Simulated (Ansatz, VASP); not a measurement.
# Two plane-wave programs on KF

```
K F
1.0
     0.00000    2.61731    2.61731
     2.61731    0.00000    2.61731
     2.61731    2.61731    0.00000
K F
1 1
Direct
  0.00000 0.00000 0.00000
  0.50000 0.50000 0.50000
```

Alike in both runs: task single point; functional LDA; k mesh 9 × 9 × 9; occupations fermi-dirac, width 0.05 eV; no spin polarisation.

|  | VASP | Ansatz |
| --- | --- | --- |
| version | VASP 6.6.1 | Ansatz 0.2.0 |
| potentials or method | VASP PAW LDA potentials, release 64 (K_sv, F) | Ansatz PAW |
| plane-wave cutoff (eV) | 520 | 420 |
| valence electrons in the cell | 16 | 16 |

VASP gave:

- gap on the k mesh at the Fermi level (eV): 6.12
- least direct gap on the mesh (eV): 6.12
- pressure (GPa): -1.5

What did Ansatz give for the same quantities?

gap on the k mesh at the Fermi level (eV): 6.13; least direct gap on the mesh (eV): 6.13; pressure (GPa): -1.6.

LDA's correlation is that of Perdew and Zunger in VASP and of Perdew and Wang (1992) in Ansatz.

Noted on Ansatz's run: odd divisions of the mesh miss points on the zone boundary, where band edges often lie, so the gap on the mesh can be too wide.
